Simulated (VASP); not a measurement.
# WS2 (P1) in VASP: single point with r2SCAN

Aim: the single point of WS2 with r2SCAN.

All numbers are computed with VASP 6.6.1; they aren't measurements. Logs are shortened: lines on timing, memory, paths and dates and some standing lists are left out, and cuts for length are marked.

## 1. The cell of the first run

The typed cell holds 12 atoms: a = 6.458 Å, b = 6.458 Å, c = 5.994 Å, α = 90.00°, β = 90.00°, γ = 120.00°.

## 2. Single point, r2SCAN

The input, POSCAR:

```
WS2
1.0
    6.4575288123      0.0000000001      0.0000000000
   -3.2287644062      5.5923839971      0.0000000000
    0.0000000000      0.0000000000      5.9936451124
W S
4 8
Direct
    0.0000973270      0.0071929968     -0.0046095489
   -0.0041807882      0.4926607331      0.0065536079
    0.4986563642      0.0021865451     -0.0016592574
    0.5029643398      0.4969138388     -0.0036094897
    0.1621664781      0.3146171652      0.2702919458
    0.3346983552      0.1812951329      0.7467123789
    0.1733368069      0.8325263434      0.2485587605
    0.3265113660      0.6602375663      0.7327460865
    0.6627029920      0.3434665790      0.2678169911
    0.8242675955      0.1620139104      0.7417935024
    0.6799908685      0.8541832969      0.2704682993
    0.8303350995      0.6677906957      0.7472442756
```

The input, INCAR.step1:

```
PREC = Accurate ; ENCUT = 520
ISMEAR = -1 ; SIGMA = 0.039
LREAL = False ; LASPH = True
NELM = 100 ; NBANDS = 64
GGA = PE ; ALGO = Normal
EDIFF = 1E-4 ; LWAVE = True
LCHARG = False
```

The input, INCAR.step2:

```
PREC = Accurate ; ENCUT = 520
EDIFF = 1E-6 ; ISMEAR = -1
SIGMA = 0.039 ; LREAL = False
LASPH = True ; NELM = 100
ALGO = Normal ; ISIF = 2
LWAVE = False ; LCHARG = False
METAGGA = R2SCAN ; LMIXTAU = True
NBANDS = 64 ; ISTART = 1
```

The input, KPOINTS:

```
regular mesh
0
Gamma
  3 3 2
```

Potentials or basis: VASP PAW PBE potentials, release 64 (W_sv, S).

Launch:

```sh
cat potpaw_PBE.64/W_sv/POTCAR potpaw_PBE.64/S/POTCAR > POTCAR
cp INCAR.step1 INCAR
mpirun -np 1 vasp_std > vasp.out
cp INCAR.step2 INCAR
mpirun -np 1 vasp_std > vasp.out
```

OUTCAR:

```text
PREC = Accurate
   ENCUT = 520
   EDIFF = 1E-6
   ISMEAR = -1
   LREAL = False
   LASPH = True
   NELM = 100
   ISIF = 2
   METAGGA = R2SCAN
   ISTART = 1

 ion  position               nearest neighbor table
   1  0.000  0.007  0.995-   5 2.38   6 2.39  10 2.39  12 2.41  11 2.43   7 2.47   2 3.15   4 3.21
                             3 3.22   3 3.24   4 3.25   2 3.31
   2  0.996  0.493  0.007-   7 2.39   9 2.44  10 2.44  12 2.46   8 2.47   5 2.49   1 3.15   3 3.19
                             4 3.20   4 3.26   3 3.27   1 3.31
   3  0.499  0.002  0.998-   7 2.36  10 2.38   6 2.44  11 2.46   8 2.49   9 2.50   4 3.18   2 3.19
                             1 3.22   1 3.24   2 3.27   4 3.28
   4  0.503  0.497  0.996-   6 2.32  12 2.36   9 2.39   8 2.47   5 2.52  11 2.59   3 3.18   2 3.20
                             1 3.21   1 3.25   2 3.26   3 3.28
   5  0.162  0.315  0.270-   1 2.38   2 2.49   4 2.52
   6  0.335  0.181  0.747-   4 2.32   1 2.39   3 2.44
   7  0.173  0.833  0.249-   3 2.36   2 2.39   1 2.47
   8  0.327  0.660  0.733-   4 2.47   2 2.47   3 2.49
   9  0.663  0.343  0.268-   4 2.39   2 2.44   3 2.50
  10  0.824  0.162  0.742-   3 2.38   1 2.39   2 2.44
  11  0.680  0.854  0.270-   1 2.43   3 2.46   4 2.59
  12  0.830  0.668  0.747-   4 2.36   1 2.41   2 2.46

  LATTYP: Found a hexagonal cell.
 ALAT       =     6.4575288123
 C/A-ratio  =     0.9281638978

  Lattice vectors:

 A1 = (   6.4575288123,   0.0000000001,   0.0000000000)
 A2 = (  -3.2287644062,   5.5923839971,   0.0000000000)
 A3 = (   0.0000000000,   0.0000000000,   5.9936451124)

Analysis of symmetry for initial positions (statically):
=====================================================================
 Subroutine PRICEL returns:
 Original cell was already a primitive cell.

 Routine SETGRP: Setting up the symmetry group for a
 hexagonal supercell.

 Subroutine GETGRP returns: Found  1 space group operations
 (whereof  1 operations were pure point group operations)
 out of a pool of 24 trial point group operations.

The static configuration has the point symmetry C_1 .

Analysis of symmetry for dynamics (positions and initial velocities):
=====================================================================
 Subroutine PRICEL returns:
 Original cell was already a primitive cell.

 Routine SETGRP: Setting up the symmetry group for a
 hexagonal supercell.

 Subroutine GETGRP returns: Found  1 space group operations
 (whereof  1 operations were pure point group operations)
 out of a pool of 24 trial point group operations.

The dynamic configuration has the point symmetry C_1 .

 Subroutine INISYM returns: Found  1 space group operations
 (whereof  1 operations are pure point group operations),
 and found     1 'primitive' translations

----------------------------------------------------------------------------------------

                                     Primitive cell

  volume of cell :     216.4484

  direct lattice vectors                    reciprocal lattice vectors
     6.457528812  0.000000000  0.000000000     0.154858000  0.089407308  0.000000000
    -3.228764406  5.592383997  0.000000000    -0.000000000  0.178814617  0.000000000
     0.000000000  0.000000000  5.993645112     0.000000000  0.000000000  0.166843378

  length of vectors
     6.457528812  6.457528812  5.993645112     0.178814617  0.178814617  0.166843378

  position of ions in fractional coordinates (direct lattice)
     0.000097327  0.007192997  0.995390451
     0.995819212  0.492660733  0.006553608
     0.498656364  0.002186545  0.998340743
     0.502964340  0.496913839  0.996390510
     0.162166478  0.314617165  0.270291946
     0.334698355  0.181295133  0.746712379
     0.173336807  0.832526343  0.248558761
     0.326511366  0.660237566  0.732746087
     0.662702992  0.343466579  0.267816991
     0.824267595  0.162013910  0.741793502
     0.679990868  0.854183297  0.270468299
     0.830335099  0.667790696  0.747244276

  ion indices of the primitive-cell ions
   primitive index   ion index
                 1           1
                 2           2
                 3           3
                 4           4
                 5           5
                 6           6
                 7           7
                 8           8
                 9           9
                10          10
                11          11
                12          12

----------------------------------------------------------------------------------------

 KPOINTS: regular mesh

Automatic generation of k-mesh.
 Grid dimensions read from file:
 generate k-points for:    3    3    2

 Generating k-lattice:

  Cartesian coordinates                     Fractional coordinates (reciprocal lattice)
     0.051619333  0.029802436  0.000000000     0.333333333  0.000000000  0.000000000
    -0.000000000  0.059604872  0.000000000     0.000000000  0.333333333  0.000000000
     0.000000000  0.000000000  0.083421689     0.000000000  0.000000000  0.500000000

  Length of vectors
     0.059604872  0.059604872  0.083421689

  Shift w.r.t. Gamma in fractional coordinates (k-lattice)
     0.000000000  0.000000000  0.000000000

 Subroutine IBZKPT returns following result:
 ===========================================

 Found     10 irreducible k-points:

 Following reciprocal coordinates:
            Coordinates               Weight
  0.000000  0.000000  0.000000      1.000000
  0.333333 -0.000000  0.000000      2.000000
  0.000000  0.333333  0.000000      2.000000
 -0.333333  0.333333  0.000000      2.000000
  0.333333  0.333333  0.000000      2.000000
  0.000000  0.000000  0.500000      1.000000
  0.333333 -0.000000  0.500000      2.000000
  0.000000  0.333333  0.500000      2.000000
 -0.333333  0.333333  0.500000      2.000000
  0.333333  0.333333  0.500000      2.000000
   k-points           NKPTS =     10   k-points in BZ     NKDIM =     10   number of bands    NBANDS=     64
   number of dos      NEDOS =    301   number of ions     NIONS =     12
   total plane-waves  NPLWV = 110592
   dimension x,y,z NGX =    48 NGY =   48 NGZ =   48
   dimension x,y,z NGXF=    96 NGYF=   96 NGZF=   96
   ions per type =               4   8
   NGX,Y,Z   is equivalent  to a cutoff of  12.36, 12.36, 13.31 a.u.
   NGXF,Y,Z  is equivalent  to a cutoff of  24.71, 24.71, 26.63 a.u.
 SYSTEM =  unknown system
   PREC   = accura    normal or accurate (medium, high low for compatibility)
   ISTART =      1    job   : 0-new  1-cont  2-samecut
   ICHARG =      0    charge: 1-file 2-atom 10-const
   ISPIN  =      1    spin polarized calculation?
   LNONCOLLINEAR =      F non collinear calculations
   LSORBIT =      F    spin-orbit coupling
   LASPH  =      T    aspherical Exc in radial PAW
   ENCUT  =  520.0 eV  38.22 Ry    6.18 a.u.  12.01 12.01 11.14*2*pi/ulx,y,z
   NELM   =    100;   NELMIN=  2; NELMDL=  0     # of ELM steps
   EDIFF  = 0.1E-05   stopping-criterion for ELM
   LREAL  =      F    real-space projection
[... 7 lines left out ...]
   TEBEG  =    0.0;   TEEND  =   0.0 temperature during run
   PSTRESS=    0.0 pullay stress
   NELECT =     104.0000    total number of electrons
   NUPDOWN=      -1.0000    fix difference up-down
   EMIN   =  10.00;   EMAX   =-10.00  energy-range for DOS
   EFERMI =   0.00;   METHOD = LEGACY
   ISMEAR =    -1;   SIGMA  =   0.04  broadening in eV -4-tet -1-fermi 0-gaus
   EFERMI_NEDOS =   21; number of points for ismear=-14 and -15
   IALGO  =     38    algorithm
   IMIX   =      4    mixing-type and parameters
     AMIX     =   0.40;   BMIX     =  1.00
     AMIX_MAG =   1.60;   BMIX_MAG =  1.00
  volume/ion in A,a.u.               =      18.04       121.72
  Fermi-wavevector in a.u.,A,eV,Ry     =   1.282236  2.423074 22.369721  1.644128
  Thomas-Fermi vector in A             =   2.414559
   LORBIT       =      0    0 simple, 1 ext, 2 COOP (PROOUT), +10 PAW based schemes
   METAGGA = R2SCAN    functional components
   LHFCALC =     F    Hartree Fock is set to
   AEXX    =    0.0000 exact exchange contribution
   IVDW    =     0    specifies the selected vdW correction
   LEPSILON=     F    determine dielectric tensor
   LRPA    =     F    only Hartree local field effects (RPA)
 non-spin polarized calculation
  energy-cutoff  :      520.00
  volume of cell :      216.45
 maximum number of plane-waves:      5867
   NGX = 25   NGY = 25   NGZ = 23

 number of electron     103.9999997 magnetization

 Free energy of the ion-electron system (eV)
  ---------------------------------------------------
  ext. energy  EPLUGINS =         0.00000000
  ---------------------------------------------------
  free energy    TOTEN  =      -276.19266026 eV

  energy without entropy =     -276.18176430  energy(sigma->0) =     -276.18721228

 E-fermi :   7.2998     XC(G=0): -11.6285

 val. band max:        7.1538430399   @ k =   0.3333  -0.0000   0.0000
 cond. band min:       7.3063666099   @ k =   0.3333   0.3333   0.5000
 fundamental gap:      0.1525235700
 Fermi energy:         7.2998241761

 k-point     1 :       0.0000    0.0000    0.0000
  band No.  band energies     occupation
      1     -69.5650      2.00000
      2     -69.5540      2.00000
      3     -69.5270      2.00000
      4     -69.5102      2.00000
      5     -33.3790      2.00000
      6     -33.3505      2.00000
[... 56 lines left out ...]
     63      11.0897      0.00000
     64      11.1397      0.00000

 k-point     2 :       0.3333   -0.0000    0.0000
  band No.  band energies     occupation
      1     -69.5640      2.00000
      2     -69.5539      2.00000
      3     -69.5279      2.00000
      4     -69.5105      2.00000
      5     -33.3270      2.00000
      6     -33.3029      2.00000
[... 56 lines left out ...]
     63      10.6275      0.00000
     64      10.7217      0.00000

 k-point     3 :       0.0000    0.3333    0.0000
  band No.  band energies     occupation
      1     -69.5630      2.00000
      2     -69.5554      2.00000
      3     -69.5269      2.00000
      4     -69.5109      2.00000
      5     -33.3381      2.00000
      6     -33.2985      2.00000
[... 458 lines left out ...]
     63      10.5209      0.00000
     64      10.9737      0.00000

 k-point    10 :       0.3333    0.3333    0.5000
  band No.  band energies     occupation
      1     -69.5625      2.00000
      2     -69.5554      2.00000
      3     -69.5274      2.00000
      4     -69.5110      2.00000
      5     -33.2869      2.00000
      6     -33.2657      2.00000
[... 56 lines left out ...]
     63      10.2893      0.00000
     64      10.8559      0.00000

------------------------ aborting loop because EDIFF is reached ----------------------------------------

  FORCE on cell =-STRESS in cart. coord.  units (eV):
  Direction    XX          YY          ZZ          XY          YZ          ZX
  --------------------------------------------------------------------------------------
  -------------------------------------------------------------------------------------
  Total       -0.5443457      0.2024347     -1.9499381      1.2466788     -0.1085872     -2.3044900
  in kB       -4.0293134      1.4984463    -14.4336793      9.2280679     -0.8037754    -17.0581155
  external PRESSURE =      -5.6548488 kB  Pullay stress =       0.0000000 kB

 VOLUME and BASIS-vectors are now :
 -----------------------------------------------------------------------------
  energy-cutoff  :      520.00
  volume of cell :      216.45
      direct lattice vectors                 reciprocal lattice vectors
     6.457528812  0.000000000  0.000000000     0.154858000  0.089407308  0.000000000
    -3.228764406  5.592383997  0.000000000    -0.000000000  0.178814617  0.000000000
     0.000000000  0.000000000  5.993645112     0.000000000  0.000000000  0.166843378

 POSITION                                       TOTAL-FORCE (eV/Angst)
 -----------------------------------------------------------------------------------
     -0.02260      0.04023      5.96602        -0.506860      0.242428      0.860082
      4.83985      2.75515      0.03928         0.216755     -1.047822     -0.289019
      3.21303      0.01223      5.98370         0.696883      0.609415      0.286694
      1.64349      2.77893      5.97201        -0.812035      0.665934      1.236176
      0.03137      1.75946      1.62003        -0.203356      1.204576     -0.954229
      1.57597      1.01387      4.47553         0.356692     -0.893570     -0.637993
     -1.56870      4.65581      1.48977        -0.554818     -0.139280      0.224315
     -0.02330      3.69230      4.39182        -0.061688      0.376314      1.337396
      3.17045      1.92080      1.60520         0.516466     -0.462138     -0.596905
      4.79963      0.90604      4.44605         0.195692      0.341775     -0.038783
      1.63310      4.77692      1.62109        -0.372441     -0.868572     -1.427570
      3.20577      3.73454      4.47872         0.528708     -0.029059     -0.000164
 -----------------------------------------------------------------------------------
    total drift:                                0.000124      0.000149     -0.000318

  FREE ENERGIE OF THE ION-ELECTRON SYSTEM (eV)
  ---------------------------------------------------
  free  energy   TOTEN  =      -276.1926602600 eV

  energy  without entropy=     -276.1817643049  energy(sigma->0) =     -276.18721228
```

Run time: 6.8 min. Hardware: 1 thread of AMD EPYC 9R45 (Zen 5), shared host; peak memory 0.37 GiB.

What came out:

```
Free energy            : -276.1927 eV
Pressure               : -0.6 GPa
Largest force          : 1.712 eV/Å
Band gap on the k mesh : zero (bands 52 and 53 overlap by 1.02 eV)
```

Forces in eV/Å, atoms in the order of the input:
```
W   -0.507  0.242  0.860
W    0.217 -1.048 -0.289
W    0.697  0.609  0.287
W   -0.812  0.666  1.236
S   -0.203  1.205 -0.954
S    0.357 -0.894 -0.638
S   -0.555 -0.139  0.224
S   -0.062  0.376  1.337
S    0.516 -0.462 -0.597
S    0.196  0.342 -0.039
S   -0.372 -0.869 -1.428
S    0.529 -0.029  0.000
```

Stress tensor (GPa, compression positive):
```
-0.40  0.92 -1.71
 0.92  0.15 -0.08
-1.71 -0.08 -1.44
```

Levels at points of the mesh, in eV from the Fermi level:
```csv
k point,band 49,band 50,band 51,band 52,band 53,band 54,band 55,band 56
"(0.00, 0.00, 0.00)",-1.56,-1.05,-0.73,-0.68,-0.50,-0.44,1.71,1.75
"(0.00, 0.00, 0.50)",-1.82,-0.77,-0.74,-0.61,-0.60,0.20,1.70,1.75
```

Caveat: the k points lie up to 0.52 Å⁻¹ apart, too coarse for converged energies and pressures of a metal; the atoms stand as in a frame of molecular dynamics; the PAW data sets were made with another functional, which shifts forces and pressure a little; spin-orbit coupling is left out, which moves the levels of the heavy elements.
